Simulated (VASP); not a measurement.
# ZnS (I-4m2) in VASP: further runs

Aim: see how the results for ZnS move with the level of theory and the settings. Levels: PBE, r2SCAN. Tasks: single point.

Everything below comes from runs of VASP 6.6.1. Logs are shortened: lines on timing, memory, paths and dates and some standing lists are left out, and cuts for length are marked.

**1. The cell of the first run**

It takes space group I-4m2 (No. 119, tetragonal). The conventional cell has a = 3.924 Å, b = 3.924 Å, c = 5.192 Å, α = 90.00°, β = 90.00°, γ = 90.00°. Zn (site symmetry -4m2) has 4 S at 2.35 Å within 3.1 Å. Within 3.1 Å of S (site symmetry -4m2) lie 4 Zn at 2.35 Å.

**2. Single point, PBE (epitaxial xy strain +3.0%)**

INCAR

```
PREC = Accurate
ENCUT = 520
EDIFF = 1E-7
ISMEAR = -1
SIGMA = 0.02
LREAL = False
LASPH = True
NELM = 60
ALGO = Normal
ISIF = 2
LWAVE = False
LCHARG = False
GGA = PE
NBANDS = 16
```

KPOINTS

```
regular mesh
0
Gamma
  8 8 8
```

POSCAR

```
ZnS
1.0
    0.0000000000      2.7749084075      2.5957808112
    2.7749084075      0.0000000000      2.5957808112
    2.7749084075      2.7749084075      0.0000000000
Zn S
1 1
Direct
    0.0000000000      0.0000000000      0.0000000000
    0.2500000000      0.2500000000      0.2500000000
```

Potentials or basis: VASP PAW PBE potentials, release 64 (Zn, S).

Command:

```bash
cat potpaw_PBE.64/Zn/POTCAR potpaw_PBE.64/S/POTCAR > POTCAR
mpirun -np 1 vasp_std > vasp.out
```

OUTCAR:

```text
PREC = Accurate
   ENCUT = 520
   EDIFF = 1E-7
   ISMEAR = -1
   LREAL = False
   LASPH = True
   NELM = 60
   ISIF = 2
   GGA = PE

 ion  position               nearest neighbor table
   1  0.000  0.000  0.000-   2 2.35   2 2.35   2 2.35   2 2.35
   2  0.250  0.250  0.250-   1 2.35   1 2.35   1 2.35   1 2.35

  LATTYP: Found a body centered tetragonal cell.
 ALAT       =     3.9243131042
 C/A-ratio  =     1.3229223776

  Lattice vectors:

 A1 = (   0.0000000000,  -2.7749084075,  -2.5957808112)
 A2 = (   0.0000000000,   2.7749084075,  -2.5957808112)
 A3 = (   2.7749084075,   0.0000000000,   2.5957808112)

Analysis of symmetry for initial positions (statically):
=====================================================================
 Subroutine PRICEL returns:
 Original cell was already a primitive cell.

 Routine SETGRP: Setting up the symmetry group for a
 body centered tetragonal supercell.

 Subroutine GETGRP returns: Found  8 space group operations
 (whereof  8 operations were pure point group operations)
 out of a pool of 16 trial point group operations.

The static configuration has the point symmetry D_2d.

Analysis of symmetry for dynamics (positions and initial velocities):
=====================================================================
 Subroutine PRICEL returns:
 Original cell was already a primitive cell.

 Routine SETGRP: Setting up the symmetry group for a
 body centered tetragonal supercell.

 Subroutine GETGRP returns: Found  8 space group operations
 (whereof  8 operations were pure point group operations)
 out of a pool of 16 trial point group operations.

The dynamic configuration has the point symmetry D_2d.

 Subroutine INISYM returns: Found  8 space group operations
 (whereof  8 operations are pure point group operations),
 and found     1 'primitive' translations

----------------------------------------------------------------------------------------

                                     Primitive cell

  volume of cell :      39.9756

  direct lattice vectors                    reciprocal lattice vectors
     0.000000000  2.774908407  2.595780811    -0.180186127  0.180186127  0.192620270
     2.774908407  0.000000000  2.595780811     0.180186127 -0.180186127  0.192620270
     2.774908407  2.774908407  0.000000000     0.180186127  0.180186127 -0.192620270

  length of vectors
     3.799762452  3.799762452  3.924313104     0.319431760  0.319431760  0.319431760

  position of ions in fractional coordinates (direct lattice)
     0.000000000  0.000000000  0.000000000
     0.250000000  0.250000000  0.250000000

  ion indices of the primitive-cell ions
   primitive index   ion index
                 1           1
                 2           2

----------------------------------------------------------------------------------------

 KPOINTS: regular mesh

Automatic generation of k-mesh.
 Grid dimensions read from file:
 generate k-points for:    8    8    8

 Generating k-lattice:

  Cartesian coordinates                     Fractional coordinates (reciprocal lattice)
    -0.022523266  0.022523266  0.024077534     0.125000000  0.000000000  0.000000000
     0.022523266 -0.022523266  0.024077534     0.000000000  0.125000000  0.000000000
     0.022523266  0.022523266 -0.024077534    -0.000000000 -0.000000000  0.125000000

  Length of vectors
     0.039928970  0.039928970  0.039928970

  Shift w.r.t. Gamma in fractional coordinates (k-lattice)
     0.000000000  0.000000000  0.000000000

 Subroutine IBZKPT returns following result:
 ===========================================

 Found     59 irreducible k-points:

 Following reciprocal coordinates:
            Coordinates               Weight
  0.000000  0.000000  0.000000      1.000000
  0.125000 -0.000000  0.000000      8.000000
  0.250000 -0.000000  0.000000      8.000000
  0.375000 -0.000000  0.000000      8.000000
  0.500000 -0.000000  0.000000      4.000000
  0.125000  0.125000  0.000000      2.000000
[... 16 lines left out ...]
  0.250000 -0.000000  0.125000     16.000000
  0.375000 -0.000000  0.125000     16.000000
 [... further k-points ...]
   k-points           NKPTS =     59   k-points in BZ     NKDIM =     59   number of bands    NBANDS=     16
   number of dos      NEDOS =    301   number of ions     NIONS =      2
   total plane-waves  NPLWV =  23520
   dimension x,y,z NGX =    28 NGY =   28 NGZ =   30
   dimension x,y,z NGXF=    56 NGYF=   56 NGZF=   60
   ions per type =               1   1
   NGX,Y,Z   is equivalent  to a cutoff of  12.25, 12.25, 12.71 a.u.
   NGXF,Y,Z  is equivalent  to a cutoff of  24.50, 24.50, 25.42 a.u.
 SYSTEM =  unknown system
   PREC   = accura    normal or accurate (medium, high low for compatibility)
   ISTART =      0    job   : 0-new  1-cont  2-samecut
   ICHARG =      2    charge: 1-file 2-atom 10-const
   ISPIN  =      1    spin polarized calculation?
   LNONCOLLINEAR =      F non collinear calculations
   LSORBIT =      F    spin-orbit coupling
   LASPH  =      T    aspherical Exc in radial PAW
   ENCUT  =  520.0 eV  38.22 Ry    6.18 a.u.   7.07  7.07  7.30*2*pi/ulx,y,z
   NELM   =     60;   NELMIN=  2; NELMDL= -5     # of ELM steps
   EDIFF  = 0.1E-06   stopping-criterion for ELM
   LREAL  =      F    real-space projection
   EDIFFG = 0.1E-05   stopping-criterion for IOM
   NSW    =      0    number of steps for IOM
   IBRION =     -1    ionic relax: 0-MD 1-quasi-New 2-CG
   NFREE  =      0    steps in history (QN), initial steepest desc. (CG)
   ISIF   =      2    stress and relaxation
   ISYM   =      2    0-nonsym 1-usesym 2-fastsym
   POTIM  = 0.5000    time-step for ionic-motion
   TEBEG  =    0.0;   TEEND  =   0.0 temperature during run
   PSTRESS=    0.0 pullay stress
   NELECT =      18.0000    total number of electrons
   NUPDOWN=      -1.0000    fix difference up-down
   EMIN   =  10.00;   EMAX   =-10.00  energy-range for DOS
   EFERMI =   0.00;   METHOD = LEGACY
   ISMEAR =    -1;   SIGMA  =   0.02  broadening in eV -4-tet -1-fermi 0-gaus
   EFERMI_NEDOS =   21; number of points for ismear=-14 and -15
   IALGO  =     38    algorithm
   IMIX   =      4    mixing-type and parameters
     AMIX     =   0.40;   BMIX     =  1.00
     AMIX_MAG =   1.60;   BMIX_MAG =  1.00
  volume/ion in A,a.u.               =      19.99       134.88
  Fermi-wavevector in a.u.,A,eV,Ry     =   1.254779  2.371188 21.421968  1.574470
  Thomas-Fermi vector in A             =   2.388567
   LORBIT       =      0    0 simple, 1 ext, 2 COOP (PROOUT), +10 PAW based schemes
   GGA     = PE    functional components
   LHFCALC =     F    Hartree Fock is set to
   AEXX    =    0.0000 exact exchange contribution
   IVDW    =     0    specifies the selected vdW correction
   LEPSILON=     F    determine dielectric tensor
   LRPA    =     F    only Hartree local field effects (RPA)
 non-spin polarized calculation
  energy-cutoff  :      520.00
  volume of cell :       39.98
 maximum number of plane-waves:      1102
   NGX = 15   NGY = 15   NGZ = 15

 number of electron      18.0000007 magnetization

 Free energy of the ion-electron system (eV)
  ---------------------------------------------------
  ext. energy  EPLUGINS =         0.00000000
  ---------------------------------------------------
  free energy    TOTEN  =        -6.83746707 eV

  energy without entropy =       -6.83746707  energy(sigma->0) =       -6.83746707

 E-fermi :   2.5418     XC(G=0):  -9.5728

 val. band max:        2.1130942808   @ k =   0.0000   0.0000   0.0000
 cond. band min:       4.0237644623   @ k =   0.0000   0.0000   0.0000
 fundamental gap:      1.9106701815
 Fermi energy:         2.5417540822

 k-point     1 :       0.0000    0.0000    0.0000
  band No.  band energies     occupation
      1     -11.0561      2.00000
      2      -4.3087      2.00000
      3      -4.3087      2.00000
      4      -4.2736      2.00000
      5      -3.8302      2.00000
      6      -3.8132      2.00000
[... 8 lines left out ...]
     15      13.6939      0.00000
     16      14.2357      0.00000

 k-point     2 :       0.1250   -0.0000    0.0000
  band No.  band energies     occupation
      1     -10.9417      2.00000
      2      -4.3027      2.00000
      3      -4.2901      2.00000
      4      -4.2566      2.00000
      5      -3.8295      2.00000
      6      -3.8165      2.00000
[... 8 lines left out ...]
     15      13.3869      0.00000
     16      14.6472      0.00000

 k-point     3 :       0.2500   -0.0000    0.0000
  band No.  band energies     occupation
      1     -10.6431      2.00000
      2      -4.2574      2.00000
      3      -4.2507      2.00000
      4      -4.2063      2.00000
      5      -3.8196      2.00000
      6      -3.8187      2.00000
[... 8 lines left out ...]
     15      12.9750      0.00000
     16      14.3688      0.00000

 k-point     4 :       0.3750   -0.0000    0.0000
  band No.  band energies     occupation
      1     -10.3048      2.00000
      2      -4.2217      2.00000
      3      -4.1793      2.00000
      4      -4.0335      2.00000
      5      -3.8076      2.00000
      6      -3.7945      2.00000
[... 8 lines left out ...]
     15      14.1678      0.00000
     16      14.2629      0.00000
[... 324 lines left out ...]
 k-point    22 :       0.1250    0.0000    0.1250
  band No.  band energies     occupation
      1     -10.9093      2.00000
      2      -4.3250      2.00000
      3      -4.2731      2.00000
      4      -4.2327      2.00000
      5      -3.8426      2.00000
      6      -3.8077      2.00000
[... 8 lines left out ...]
     15      13.9691      0.00000
     16      15.0272      0.00000

 k-point    23 :       0.2500   -0.0000    0.1250
  band No.  band energies     occupation
      1     -10.6758      2.00000
      2      -4.3127      2.00000
      3      -4.2292      2.00000
      4      -4.1826      2.00000
      5      -3.8492      2.00000
      6      -3.8001      2.00000
[... 8 lines left out ...]
     15      13.8866      0.00000
     16      15.7935      0.00000

 k-point    24 :       0.3750   -0.0000    0.1250
  band No.  band energies     occupation
      1     -10.3462      2.00000
      2      -4.2396      2.00000
      3      -4.1676      2.00000
      4      -4.0977      2.00000
      5      -3.8278      2.00000
      6      -3.7876      2.00000
[... 8 lines left out ...]
     15      14.4142      0.00000
     16      15.2590      0.00000

 [... further k-points ...]
[... 5 lines left out ...]
  --------------------------------------------------------------------------------------
  -------------------------------------------------------------------------------------
  Total       -0.0304694     -0.0304694      0.5657095      0.0000000      0.0000000     -0.0000000
  in kB       -1.2211799     -1.2211799     22.6729872      0.0000000      0.0000000     -0.0000000
  external PRESSURE =       6.7435425 kB  Pullay stress =       0.0000000 kB

 VOLUME and BASIS-vectors are now :
 -----------------------------------------------------------------------------
  energy-cutoff  :      520.00
  volume of cell :       39.98
      direct lattice vectors                 reciprocal lattice vectors
     0.000000000  2.774908407  2.595780811    -0.180186127  0.180186127  0.192620270
     2.774908407  0.000000000  2.595780811     0.180186127 -0.180186127  0.192620270
     2.774908407  2.774908407  0.000000000     0.180186127  0.180186127 -0.192620270

 POSITION                                       TOTAL-FORCE (eV/Angst)
 -----------------------------------------------------------------------------------
      0.00000      0.00000      0.00000         0.000000      0.000000     -0.000000
      1.38745      1.38745      1.29789        -0.000000     -0.000000      0.000000
 -----------------------------------------------------------------------------------
    total drift:                                0.000001      0.000001     -0.000005

  FREE ENERGIE OF THE ION-ELECTRON SYSTEM (eV)
  ---------------------------------------------------
  free  energy   TOTEN  =        -6.8374670691 eV

  energy  without entropy=       -6.8374670691  energy(sigma->0) =       -6.83746707
```

It took 34 s on 1 thread of AMD EPYC 9R14 (Zen 4), shared host; peak memory 0.15 GiB.

What came out:

* Free energy: -6.8375 eV
* Pressure: 0.7 GPa
* Band gap on the k mesh: 1.91 eV

Caveat: the cell differs from its parent crystal (epitaxial xy strain +3.0%).

**3. Single point, r2SCAN (uniaxial x strain -5.0%)**

POSCAR

```
ZnS
1.0
    0.0000000000      2.6940858325      2.6940858325
    2.5593815409      0.0000000000      2.6940858325
    2.5593815409      2.6940858325      0.0000000000
Zn S
1 1
Direct
    0.0000000000      0.0000000000      0.0000000000
    0.2500000000      0.2500000000      0.2500000000
```

INCAR.step1

```
ALGO     = Normal         # electronic algorithm
EDIFF    = 1E-4           # SCF threshold, eV
ENCUT    = 520            # plane-wave cutoff, eV
GGA      = PE             # functional
ISMEAR   = 0              # smearing method
LASPH    = True           # aspherical terms in the spheres
LCHARG   = False          # write CHGCAR
LREAL    = False          # projectors in reciprocal space
LWAVE    = True           # write WAVECAR
NBANDS   = 16             # bands
NELM     = 80             # most SCF steps
PREC     = Accurate       # precision mode
SIGMA    = 0.01           # smearing width, eV
```

INCAR.step2

```
ALGO     = Normal         # electronic algorithm
EDIFF    = 1E-6           # SCF threshold, eV
ENCUT    = 520            # plane-wave cutoff, eV
ISIF     = 2              # what is computed and relaxed
ISMEAR   = 0              # smearing method
ISTART   = 1            
LASPH    = True           # aspherical terms in the spheres
LCHARG   = False          # write CHGCAR
LMIXTAU  = True         
LREAL    = False          # projectors in reciprocal space
LWAVE    = False          # write WAVECAR
METAGGA  = R2SCAN         # meta-GGA
NBANDS   = 16             # bands
NELM     = 80             # most SCF steps
PREC     = Accurate       # precision mode
SIGMA    = 0.01           # smearing width, eV
```

KPOINTS

```
k-points
0
Gamma
  8 8 8
```

Potentials or basis: VASP PAW PBE potentials, release 64 (Zn, S).

Command:

```bash
cat potpaw_PBE.64/Zn/POTCAR potpaw_PBE.64/S/POTCAR > POTCAR
cp INCAR.step1 INCAR
mpirun -np 1 vasp_std > vasp.out
cp INCAR.step2 INCAR
mpirun -np 1 vasp_std > vasp.out
```

Run time: 2.9 min. Hardware: 1 thread of AMD EPYC 9R14 (Zen 4), shared host; peak memory 0.15 GiB.

The run converged. Its results:

```
Free energy            : -18.8315 eV
Pressure               : 4.5 GPa
Band gap on the k mesh : 2.84 eV
```

Stress tensor (GPa, compression positive):
```
5.77 0.00 0.00
0.00 3.88 0.00
0.00 0.00 3.88
```

Levels at points of the mesh, in eV from the valence-band top:
```tsv
k point	band 7	band 8	band 9	band 10	band 11	band 12
(0.00, 0.00, 0.00)	-0.17	-0.17	0.00	2.84	6.75	6.75
(0.50, 0.00, 0.00)	-5.89	-1.24	-0.94	3.78	7.00	7.54
(0.50, 0.50, 0.00)	-5.07	-2.58	-2.45	3.59	4.54	11.89
(0.00, 0.50, 0.50)	-4.76	-2.81	-2.81	3.29	3.99	12.55
```

Caveat: the cell differs from its parent crystal (uniaxial x strain -5.0%); the cell stands under pressure; the PAW data sets were made with another functional, which shifts forces and pressure a little. A k mesh can miss the band edges.

**4. Single point, r2SCAN (uniaxial z strain -4.0%)**

POSCAR

```
ZnS
1.0
    0.0000000000      2.6940858325      2.5863223992
    2.6940858325      0.0000000000      2.5863223992
    2.6940858325      2.6940858325      0.0000000000
Zn S
1 1
Direct
    0.0000000000      0.0000000000      0.0000000000
    0.2500000000      0.2500000000      0.2500000000
```

INCAR.step1

```
SYSTEM = ZnS
PREC = Accurate ; ENCUT = 520
ISMEAR = 0 ; SIGMA = 0.01
LREAL = .False. ; LASPH = .True.
NELM = 60 ; NBANDS = 16
GGA = PE ; ALGO = Normal
EDIFF = 1E-4 ; LWAVE = .True.
LCHARG = .False.
```

INCAR.step2

```
SYSTEM = ZnS
PREC = Accurate ; ENCUT = 520
EDIFF = 1E-6 ; ISMEAR = 0
SIGMA = 0.01 ; LREAL = .False.
LASPH = .True. ; NELM = 60
ALGO = Normal ; ISIF = 2
LWAVE = .False. ; LCHARG = .False.
METAGGA = R2SCAN ; LMIXTAU = .True.
NBANDS = 16 ; ISTART = 1
```

KPOINTS

```
Automatic mesh
0
Gamma
  8 8 8
  0 0 0
```

Command:

```bash
cat potpaw_PBE.64/Zn/POTCAR potpaw_PBE.64/S/POTCAR > POTCAR
cp INCAR.step1 INCAR
mpirun -np 1 vasp_std > vasp.out
cp INCAR.step2 INCAR
mpirun -np 1 vasp_std > vasp.out
```

Wall time 2.4 min (1 thread of AMD EPYC 9R14 (Zen 4), shared host); peak memory 0.15 GiB.

The run converged. Its results:

- Free energy: -18.8441 eV
- Pressure: 3.5 GPa
- Band gap on the k mesh: 2.81 eV

Stress tensor (GPa, compression positive):
```
2.98 0.00 0.00
0.00 2.98 0.00
0.00 0.00 4.58
```

Levels at points of the mesh, in eV from the valence-band top:
| k point | band 6 | band 7 | band 8 | band 9 | band 10 | band 11 | band 12 | band 13 |
| --- | --- | --- | --- | --- | --- | --- | --- | --- |
| (0.00, 0.00, 0.00) | -6.19 | -0.14 | -0.14 | 0.00 | 2.81 | 6.78 | 6.78 | 6.78 |
| (0.50, 0.00, 0.00) | -5.99 | -5.81 | -1.17 | -0.94 | 3.80 | 7.08 | 7.50 | 9.53 |
| (0.50, 0.50, 0.00) | -5.91 | -4.74 | -2.71 | -2.71 | 3.37 | 4.09 | 12.40 | 13.02 |
| (0.50, 0.00, 0.50) | -5.99 | -4.98 | -2.53 | -2.43 | 3.61 | 4.52 | 11.88 | 12.88 |

Caveat: the cell differs from its parent crystal (uniaxial z strain -4.0%); the cell stands under pressure; the PAW data sets were made with another functional, which shifts forces and pressure a little.

(Part 1 of 2 ends here.)
